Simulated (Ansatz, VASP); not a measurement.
**Two plane-wave programs on Sc5SbSe2**

```
Sc Sb Se
1.0
     7.11780   -4.08297    0.00000
     7.11780    4.08297    0.00000
     0.00000    0.00000    5.68027
Sc Sb Se
10 2 4
Cartesian
  5.2394 -3.0548 1.4201
  1.8784 1.0282 1.4201
  7.1178 2.1407 1.4201
  4.6642 0.0000 2.8401
  4.6642 0.0000 0.0000
  5.2394 3.0548 4.2602
  1.8784 -1.0282 4.2602
  7.1178 -2.1407 4.2602
  9.5714 0.0000 0.0000
  9.5714 0.0000 2.8401
  7.1178 -0.9179 1.4201
  7.1178 0.9179 4.2602
  4.4032 2.5083 1.4201
  2.7146 -1.5747 1.4201
  4.4032 -2.5083 4.2602
  2.7146 1.5747 4.2602
```

Alike in both runs: functional PBE; k mesh 3 × 3 × 3; occupations gaussian, width 0.2 eV; no spin polarisation.

Ansatz relaxed the structure, and its values are those at the end. VASP's run is a single point on that final structure, the one shown.

```csv
,VASP,Ansatz
version,VASP 6.6.1,Ansatz 0.2.0
potentials or method,"VASP PAW PBE potentials, release 64 (Sc_sv, Sb, Se), cutoff 520 eV","scalar-relativistic, plane waves, PAW"
valence electrons in the cell,144,204
```

```tsv
	VASP	Ansatz	Ansatz less VASP
gap on the k mesh at the Fermi level (eV)	none	none	-
pressure (GPa)	0.1	-0.1	-0.18
rms of the force components (eV/Å)	0.021	0.022	0.0000
```

A gap of «none» marks a metal or a gap that the smearing closes. With one functional, cell and mesh, what is left measures potentials, basis and numerics. VASP's potentials hold 144 valence electrons a cell and Ansatz's 204, so a difference there can come from the potentials and not from the codes.

The k mesh is coarse, so the values compare programs but aren't converged. Neither program's run includes spin-orbit coupling.
